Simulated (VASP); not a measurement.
# Bi in VASP: a series of runs

Runs on Bi. Level: PBE. Tasks: single point.

Everything below comes from runs of VASP 6.6.1. Logs are shortened: lines on timing, memory, paths and dates and some standing lists are left out, and cuts for length are marked.

### 1 The cell of the first run

The cell holds a slab with vacuum, 2 atoms: a = 4.209 Å, b = 4.209 Å, c = 28.000 Å, α = 90.00°, β = 90.00°, γ = 120.00°.

### 2 Single point, PBE

The input, INCAR:

```
ALGO = Normal
DIPOL = 0.5 0.5 0.500
EDIFF = 1E-6
ENCUT = 520
GGA = PE
IDIPOL = 3
ISIF = 2
ISMEAR = 0
LASPH = T
LCHARG = F
LDIPOL = T
LREAL = F
LWAVE = F
NBANDS = 22
NELM = 60
PREC = Accurate
SIGMA = 0.02
```

The input, KPOINTS:

```
k-points
0
Gamma
  9 9 1
```

The input, POSCAR:

```
Bi
1.0
    4.2090000000      0.0000000000      0.0000000000
   -2.1045000000      3.6451009245      0.0000000000
    0.0000000000      0.0000000000     28.0000000000
Bi
2
Direct
    0.3333333333      0.6666666667      0.5000000000
    0.6666666667      0.3333333333      0.5000000000
```

Potentials or basis: VASP PAW PBE potentials, release 64 (Bi_d).

Started as:

```
> cat potpaw_PBE.64/Bi_d/POTCAR > POTCAR
> mpirun -np 1 vasp_std > vasp.out
```

OUTCAR:

```text
EDIFF = 1E-6
   ENCUT = 520
   GGA = PE
   ISIF = 2
   ISMEAR = 0
   LASPH = T
   LREAL = F
   NELM = 60
   PREC = Accurate

 ion  position               nearest neighbor table
   1  0.333  0.667  0.500-   2 2.43   2 2.43   2 2.43
   2  0.667  0.333  0.500-   1 2.43   1 2.43   1 2.43

  LATTYP: Found a hexagonal cell.
 ALAT       =     4.2090000000
 C/A-ratio  =     6.6524114992

  Lattice vectors:

 A1 = (   4.2090000000,   0.0000000000,   0.0000000000)
 A2 = (  -2.1045000000,   3.6451009245,   0.0000000000)
 A3 = (   0.0000000000,   0.0000000000,  28.0000000000)

Analysis of symmetry for initial positions (statically):
=====================================================================
 Subroutine PRICEL returns:
 Original cell was already a primitive cell.

 Routine SETGRP: Setting up the symmetry group for a
 hexagonal supercell.

 Subroutine GETGRP returns: Found 24 space group operations
 (whereof 24 operations were pure point group operations)
 out of a pool of 24 trial point group operations.

The static configuration has the point symmetry D_6h.

Analysis of symmetry for dynamics (positions and initial velocities):
=====================================================================
 Subroutine PRICEL returns:
 Original cell was already a primitive cell.

 Routine SETGRP: Setting up the symmetry group for a
 hexagonal supercell.

 Subroutine GETGRP returns: Found 24 space group operations
 (whereof 24 operations were pure point group operations)
 out of a pool of 24 trial point group operations.

The dynamic configuration has the point symmetry D_6h.

 Subroutine INISYM returns: Found 24 space group operations
 (whereof 24 operations are pure point group operations),
 and found     1 'primitive' translations

----------------------------------------------------------------------------------------

                                     Primitive cell

  volume of cell :     429.5824

  direct lattice vectors                    reciprocal lattice vectors
     4.209000000  0.000000000  0.000000000     0.237586125  0.137170413  0.000000000
    -2.104500000  3.645100924  0.000000000     0.000000000  0.274340826  0.000000000
     0.000000000  0.000000000 28.000000000     0.000000000  0.000000000  0.035714286

  length of vectors
     4.209000000  4.209000000 28.000000000     0.274340826  0.274340826  0.035714286

  position of ions in fractional coordinates (direct lattice)
     0.333333333  0.666666667  0.500000000
     0.666666667  0.333333333  0.500000000

[... 66 lines left out ...]
   NSW    =      0    number of steps for IOM
   IBRION =     -1    ionic relax: 0-MD 1-quasi-New 2-CG
   NFREE  =      0    steps in history (QN), initial steepest desc. (CG)
   ISIF   =      2    stress and relaxation
   ISYM   =      2    0-nonsym 1-usesym 2-fastsym
   POTIM  = 0.5000    time-step for ionic-motion
   TEBEG  =    0.0;   TEEND  =   0.0 temperature during run
   PSTRESS=    0.0 pullay stress
   NELECT =      30.0000    total number of electrons
   NUPDOWN=      -1.0000    fix difference up-down
   EMIN   =  10.00;   EMAX   =-10.00  energy-range for DOS
   EFERMI =   0.00;   METHOD = LEGACY
   ISMEAR =     0;   SIGMA  =   0.02  broadening in eV -4-tet -1-fermi 0-gaus
   EFERMI_NEDOS =   21; number of points for ismear=-14 and -15
   IALGO  =     38    algorithm
   IMIX   =      4    mixing-type and parameters
     AMIX     =   0.40;   BMIX     =  1.00
     AMIX_MAG =   1.60;   BMIX_MAG =  1.00
  volume/ion in A,a.u.               =     214.79      1449.48
  Fermi-wavevector in a.u.,A,eV,Ry     =   0.674165  1.273988  6.183833  0.454499
  Thomas-Fermi vector in A             =   1.750802
   LORBIT       =      0    0 simple, 1 ext, 2 COOP (PROOUT), +10 PAW based schemes
   GGA     = PE    functional components
   LHFCALC =     F    Hartree Fock is set to
   AEXX    =    0.0000 exact exchange contribution
   IVDW    =     0    specifies the selected vdW correction
   LEPSILON=     F    determine dielectric tensor
   LRPA    =     F    only Hartree local field effects (RPA)
 non-spin polarized calculation
 Gauss-broadening in eV      SIGMA  =   0.02
  energy-cutoff  :      520.00
  volume of cell :      429.58
 maximum number of plane-waves:     11604
 NGX is ok and might be reduce to    32
   NGX = 15   NGY = 15   NGZ =105

 number of electron      30.0000005 magnetization

 dipolmoment           0.000000      0.000000     -0.000000 electrons x Angstroem

 Free energy of the ion-electron system (eV)
  ---------------------------------------------------
  ext. energy  EPLUGINS =         0.00000000
  ---------------------------------------------------
  free energy    TOTEN  =        -0.74332450 eV

  energy without entropy =       -0.74165283  energy(sigma->0) =       -0.74248866

 E-fermi :  -1.9793     XC(G=0):  -1.7960

 val. band max:       -1.9793351082   @ k =   0.2222   0.1111   0.0000
 cond. band min:      -1.6999756329   @ k =   0.3333   0.1111   0.0000
 fundamental gap:      0.2793594753
 Fermi energy:        -1.9793351082

 k-point     1 :       0.0000    0.0000    0.0000
  band No.  band energies     occupation
      1     -26.4564      2.00000
      2     -26.4203      2.00000
      3     -26.4203      2.00000
      4     -25.9938      2.00000
      5     -25.9938      2.00000
      6     -25.6238      2.00000
[... 289 lines left out ...]
     21       3.6971      0.00000
     22       5.0613      0.00000

------------------------ aborting loop because EDIFF is reached ----------------------------------------

 vacuum level on the upper side and lower side of the slab       (xc-potential included)        -0.007        -0.007

  FORCE on cell =-STRESS in cart. coord.  units (eV):
  Direction    XX          YY          ZZ          XY          YZ          ZX
  --------------------------------------------------------------------------------------
  -------------------------------------------------------------------------------------
  Total       34.0897353     34.0897353     -0.0349655      0.0000000     -0.0000000      0.0000000
  in kB      127.1416070    127.1416070     -0.1304079      0.0000000     -0.0000000      0.0000000
  external PRESSURE =      84.7176020 kB  Pullay stress =       0.0000000 kB

 VOLUME and BASIS-vectors are now :
 -----------------------------------------------------------------------------
  energy-cutoff  :      520.00
  volume of cell :      429.58
      direct lattice vectors                 reciprocal lattice vectors
     4.209000000  0.000000000  0.000000000     0.237586125  0.137170413  0.000000000
    -2.104500000  3.645100924  0.000000000     0.000000000  0.274340826  0.000000000
     0.000000000  0.000000000 28.000000000     0.000000000  0.000000000  0.035714286

 POSITION                                       TOTAL-FORCE (eV/Angst)
 -----------------------------------------------------------------------------------
     -0.00000      2.43007     14.00000        -0.000000      0.000000      0.000000
      2.10450      1.21503     14.00000         0.000000     -0.000000      0.000000
 -----------------------------------------------------------------------------------
    total drift:                               -0.000000      0.000000     -0.000000

  FREE ENERGIE OF THE ION-ELECTRON SYSTEM (eV)
  ---------------------------------------------------
  free  energy   TOTEN  =        -0.7433245011 eV

  energy  without entropy=       -0.7416528282  energy(sigma->0) =       -0.74248866

 vacuum level on the upper side and lower side of the slab         1.702         1.702
```

stdout:

```text
POSCAR found type information on POSCAR Bi
 POSCAR found :  1 types and       2 ions
 scaLAPACK will be used
 LDA part: xc-table for (Slater+PW92), standard interpolation
 POSCAR, INCAR and KPOINTS ok, starting setup
 FFT: planning ... GRIDC
 FFT: planning ... GRID_SOFT
 FFT: planning ... GRID
 WAVECAR not read
 entering main loop
```

It took 2.1 min on 1 thread of AMD EPYC 7R13 (Zen 3), shared host; peak memory 0.49 GiB.

Results:

```yaml
Free_energy: -0.7433 eV
Band_gap_on_the_k_mesh: zero (bands 15 and 16 overlap by 0.69 eV)
```

Levels at points of the mesh, in eV from the Fermi level:
```
           k point  band 11  band 12  band 13  band 14  band 15  band 16  band 17  band 18  band 19  band 20
(0.00, 0.00, 0.00)   -15.93    -4.68    -4.51    -2.74    -2.74     2.12     2.58     2.58     3.34     3.70
```

Caveat: spin-orbit coupling is left out, which moves the levels of the heavy elements.

### 3 Single point, PBE

This run uses another cell than the first one.

The input, INCAR:

```
SYSTEM = Bi
ALGO = Normal
DIPOL = 0.5 0.5 0.500
EDIFF = 1E-7
ENCUT = 520
GGA = PE
IDIPOL = 3
ISIF = 2
ISMEAR = 0
LASPH = .True.
LCHARG = .False.
LDIPOL = .True.
LREAL = .False.
LWAVE = .False.
NBANDS = 22
NELM = 60
PREC = Accurate
SIGMA = 0.02
```

The input, KPOINTS:

```
k-points
0
Gamma
  9 9 1
  0 0 0
```

The input, POSCAR:

```
Bi
1.0
    4.2790000000      0.0000000000      0.0000000000
   -2.1395000000      3.7057227028      0.0000000000
    0.0000000000      0.0000000000     28.0000000000
Bi
2
Direct
    0.3333333333      0.6666666667      0.5000000000
    0.6666666667      0.3333333333      0.5000000000
```

Potentials or basis: VASP PAW PBE potentials, release 64 (Bi_d).

Started as:

```
> cat potpaw_PBE.64/Bi_d/POTCAR > POTCAR
> mpirun -np 1 vasp_std > vasp.out
```

Run time: 3.3 min. Hardware: 1 thread of AMD EPYC 7R13 (Zen 3), shared host; peak memory 0.48 GiB.

The run converged. Its results:

| Property | Result |
| --- | --- |
| Free energy | -1.7999 eV |
| Band gap on the k mesh | zero (bands 15 and 16 overlap by 0.74 eV) |

Levels at points of the mesh, in eV from the Fermi level:
```tsv
k point	band 11	band 12	band 13	band 14	band 15	band 16	band 17	band 18	band 19	band 20
(0.00, 0.00, 0.00)	-15.44	-4.74	-4.32	-2.59	-2.59	2.28	2.63	2.63	3.46	3.83
```

Caveat: spin-orbit coupling is left out, which moves the levels of the heavy elements.

### 4 Single point, PBE

This run uses another cell than the first one.

The input, INCAR:

```
SYSTEM = Bi
ALGO     = Normal         ! electronic algorithm
DIPOL    = 0.5 0.5 0.500
EDIFF    = 1E-6           ! SCF threshold, eV
ENCUT    = 520            ! plane-wave cutoff, eV
GGA      = PE             ! functional
IDIPOL   = 3            
ISIF     = 2              ! what is computed and relaxed
ISMEAR   = 0              ! smearing method
LASPH    = .TRUE.         ! aspherical terms in the spheres
LCHARG   = .FALSE.        ! write CHGCAR
LDIPOL   = .TRUE.       
LREAL    = .FALSE.        ! projectors in reciprocal space
LWAVE    = .FALSE.        ! write WAVECAR
NBANDS   = 22             ! bands
NELM     = 80             ! most SCF steps
PREC     = Accurate       ! precision mode
SIGMA    = 0.02           ! smearing width, eV
```

The input, KPOINTS:

```
k-points
0
G
  9 9 1
  0 0 0
```

The input, POSCAR:

```
Bi
1.0
    4.0700000000      0.0000000000      0.0000000000
   -2.0350000000      3.5247233934      0.0000000000
    0.0000000000      0.0000000000     28.0000000000
Bi
2
Direct
    0.3333333333      0.6666666667      0.5000000000
    0.6666666667      0.3333333333      0.5000000000
```

Potentials or basis: VASP PAW PBE potentials, release 64 (Bi_d).

Started as:

```
> cat potpaw_PBE.64/Bi_d/POTCAR > POTCAR
> mpirun -np 1 vasp_std > vasp.out
```

OUTCAR:

```text
SYSTEM = Bi
   EDIFF = 1E-6
   ENCUT = 520
   GGA = PE
   ISIF = 2
   ISMEAR = 0
   LASPH = .TRUE.
   LREAL = .FALSE.
   NELM = 80
   PREC = Accurate

 ion  position               nearest neighbor table
   1  0.333  0.667  0.500-   2 2.35   2 2.35   2 2.35
   2  0.667  0.333  0.500-   1 2.35   1 2.35   1 2.35

  LATTYP: Found a hexagonal cell.
 ALAT       =     4.0700000000
 C/A-ratio  =     6.8796068796

  Lattice vectors:

 A1 = (   4.0700000000,   0.0000000000,   0.0000000000)
 A2 = (  -2.0350000000,   3.5247233934,   0.0000000000)
[... 477 lines left out ...]

  FORCE on cell =-STRESS in cart. coord.  units (eV):
  Direction    XX          YY          ZZ          XY          YZ          ZX
  --------------------------------------------------------------------------------------
  -------------------------------------------------------------------------------------
  Total       43.7973638     43.7973638     -0.0349835      0.0000000      0.0000000      0.0000000
  in kB      174.6952400    174.6952400     -0.1395392      0.0000000      0.0000000      0.0000000
  external PRESSURE =     116.4169802 kB  Pullay stress =       0.0000000 kB

 VOLUME and BASIS-vectors are now :
 -----------------------------------------------------------------------------
  energy-cutoff  :      520.00
  volume of cell :      401.68
      direct lattice vectors                 reciprocal lattice vectors
     4.070000000  0.000000000  0.000000000     0.245700246  0.141855103  0.000000000
    -2.035000000  3.524723393  0.000000000     0.000000000  0.283710206  0.000000000
     0.000000000  0.000000000 28.000000000     0.000000000  0.000000000  0.035714286

 POSITION                                       TOTAL-FORCE (eV/Angst)
 -----------------------------------------------------------------------------------
     -0.00000      2.34982     14.00000        -0.000000      0.000000     -0.000000
      2.03500      1.17491     14.00000         0.000000     -0.000000      0.000000
 -----------------------------------------------------------------------------------
    total drift:                                0.000000     -0.000000     -0.000000

  FREE ENERGIE OF THE ION-ELECTRON SYSTEM (eV)
  ---------------------------------------------------
  free  energy   TOTEN  =         1.8785291045 eV

  energy  without entropy=        1.8802007773  energy(sigma->0) =        1.87936494

 vacuum level on the upper side and lower side of the slab         1.822         1.822
```

OSZICAR:

```text
N       E                     dE             d eps       ncg     rms          rms(c)
DAV:   1     0.233865006300E+03    0.23387E+03   -0.14003E+04   720   0.102E+03
DAV:   2     0.191844332521E+02   -0.21468E+03   -0.20991E+03   622   0.282E+02
DAV:   3     0.218795577457E+01   -0.16996E+02   -0.16577E+02   688   0.103E+02
[... 12 lines left out ...]
DAV:  16     0.187857085069E+01   -0.29121E-04   -0.25804E-06   490   0.130E-02    0.205E-03
DAV:  17     0.187854212539E+01   -0.28725E-04   -0.22145E-06   504   0.133E-02    0.880E-04
DAV:  18     0.187853581329E+01   -0.63121E-05   -0.29177E-07   452   0.393E-03    0.415E-04
DAV:  19     0.187853009114E+01   -0.57222E-05   -0.18749E-07   408   0.228E-03    0.384E-04
DAV:  20     0.187852910446E+01   -0.98668E-06   -0.43931E-08   420   0.256E-03
   1 F= 0.18785291E+01 E0= 0.18793649E+01  d E =-.167167E-02
```

stdout:

```text
POSCAR found type information on POSCAR Bi
 POSCAR found :  1 types and       2 ions
 scaLAPACK will be used
 LDA part: xc-table for (Slater+PW92), standard interpolation
 POSCAR, INCAR and KPOINTS ok, starting setup
 FFT: planning ... GRIDC
 FFT: planning ... GRID_SOFT
 FFT: planning ... GRID
 WAVECAR not read
 entering main loop
```

It took 86 s on 1 thread of AMD EPYC 9R45 (Zen 5), shared host; peak memory 0.44 GiB.

What came out:

```yaml
Free_energy: 1.8785 eV
Band_gap_on_the_k_mesh: zero (bands 15 and 16 overlap by 0.72 eV)
```

Levels at points of the mesh, in eV from the Fermi level:
| k point | band 11 | band 12 | band 13 | band 14 | band 15 | band 16 | band 17 | band 18 | band 19 | band 20 |
| --- | --- | --- | --- | --- | --- | --- | --- | --- | --- | --- |
| (0.00, 0.00, 0.00) | -16.94 | -5.47 | -3.98 | -2.96 | -2.96 | 1.71 | 2.52 | 2.52 | 2.97 | 3.35 |

Caveat: spin-orbit coupling is left out, which moves the levels of the heavy elements.

### 5 Summary

```tsv
cell	gap on the mesh (eV)
a = 4.209, b = 4.209, c = 28.000 Å, angles 90.0, 90.0, 120.0°, 2 atoms	none
a = 4.279, b = 4.279, c = 28.000 Å, angles 90.0, 90.0, 120.0°, 2 atoms	none
a = 4.070, b = 4.070, c = 28.000 Å, angles 90.0, 90.0, 120.0°, 2 atoms	none
```

Alike in all rows: task single point; level PBE; potentials or basis VASP PAW PBE potentials, release 64 (Bi_d); no spin polarisation; k mesh 9 × 9 × 1; cutoff (eV) 520; smearing gaussian 0.02 eV.

Caveats: spin-orbit coupling is left out, which moves the levels of the heavy elements.

Absolute energies hang on the potentials; compare differences alone.

The gap in the log of VASP goes by the Fermi energy; the results here count the filled bands.